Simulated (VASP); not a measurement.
## Na2S: relaxation of cell and atoms with PBE

The system is Na2S.

```
Na S
1.0
     0.00000    3.28390    3.28390
     3.28390    0.00000    3.28390
     3.28390    3.28390    0.00000
Na S
2 1
Direct
  0.25000 0.25000 0.25000
  0.75000 0.75000 0.75000
  0.00000 0.00000 0.00000
```

```yaml
Program: VASP 6.6.1
Task: relaxation of cell and atoms
Functional: PBE
Potentials_or_basis: VASP PAW PBE potentials, release 64 (Na_pv, S)
Cutoff: 500 eV
k_mesh: 8 × 8 × 8
Occupations: gaussian, width 0.02 eV
Spin: no spin polarisation
Dipole_correction: no
Further_INCAR_settings: ALGO = Normal; EDIFF = 1e-07; IBRION = 2; EDIFFG = -0.005; NSW = 100; ISIF = 3
```

| Item | Value |
| --- | --- |
| Pressure after relaxing | 0.0 GPa |
| Band gap on the k mesh | 2.45 eV, direct |

Final structure:
```
Na S
1.0
     0.00000    3.28390    3.28390
     3.28390    0.00000    3.28390
     3.28390    3.28390    0.00000
Na S
2 1
Cartesian
  1.6420 1.6420 1.6420
  4.9259 4.9259 4.9259
  0.0000 0.0000 0.0000
```

Levels at points of the mesh, in eV from the valence-band top:
```tsv
k point	band 7	band 8	band 9	band 10	band 11	band 12	band 13	band 14
(0.00, 0.00, 0.00)	-10.13	0.00	0.00	0.00	2.45	7.70	7.70	7.70
(0.50, 0.00, 0.00)	-9.89	-1.62	-0.13	-0.13	4.74	6.40	7.12	7.12
(0.50, 0.50, 0.00)	-9.81	-1.45	-0.45	-0.45	3.84	5.97	8.36	9.69
```

Wall time 13 s on 1 thread of Intel(R) Xeon(R) 6975P-C (Granite Rapids), with other jobs on the host, peak memory 0.19 GiB.

Caveat: the relaxation stopped at its first step, so nothing moved. A k mesh can miss the band edges.
